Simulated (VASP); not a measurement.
# HgTe (Coloradoite): single point with PBE

HgTe (Coloradoite):

```
CELL_PARAMETERS angstrom
0.00000 3.34308 3.21450
3.34308 0.00000 3.21450
3.34308 3.34308 0.00000
ATOMIC_POSITIONS crystal
Hg 0.00000 0.00000 0.00000
Te 0.75000 0.75000 0.75000
```

```yaml
Program: VASP 6.6.1
Task: single point
Functional: PBE
Potentials_or_basis: VASP PAW PBE potentials, release 64 (Hg, Te)
Cutoff: 520 eV
k_mesh: 6 × 6 × 6
Occupations: fermi-dirac, width 0.05 eV
Spin: no spin polarisation
```

| Property | Result |
| --- | --- |
| Pressure | 0.9 GPa |
| Band gap on the k mesh | 0.12 eV, direct |

Stress tensor (GPa, compression positive):
```
0.76 0.00 0.00
0.00 0.76 0.00
0.00 0.00 1.26
```

Levels at points of the mesh, in eV from the valence-band top:
| k point | band 6 | band 7 | band 8 | band 9 | band 10 | band 11 | band 12 | band 13 |
| --- | --- | --- | --- | --- | --- | --- | --- | --- |
| (0.00, 0.00, 0.00) | -6.50 | -0.84 | 0.00 | 0.00 | 0.12 | 4.38 | 4.39 | 4.39 |
| (0.50, 0.00, 0.00) | -6.25 | -5.05 | -0.91 | -0.75 | 0.73 | 5.03 | 5.24 | 6.88 |
| (0.50, 0.50, 0.00) | -6.09 | -4.95 | -2.07 | -2.07 | 1.77 | 2.59 | 8.20 | 8.65 |
| (0.50, 0.00, 0.50) | -6.15 | -5.11 | -1.96 | -1.88 | 2.04 | 2.74 | 7.95 | 8.51 |

Run time: 27 s on 1 thread of AMD EPYC 9R45 96-Core Processor (Zen 5), with other jobs on the host, peak memory 0.19 GiB.

Caveat: spin-orbit coupling is left out, which moves the levels of the heavy elements.
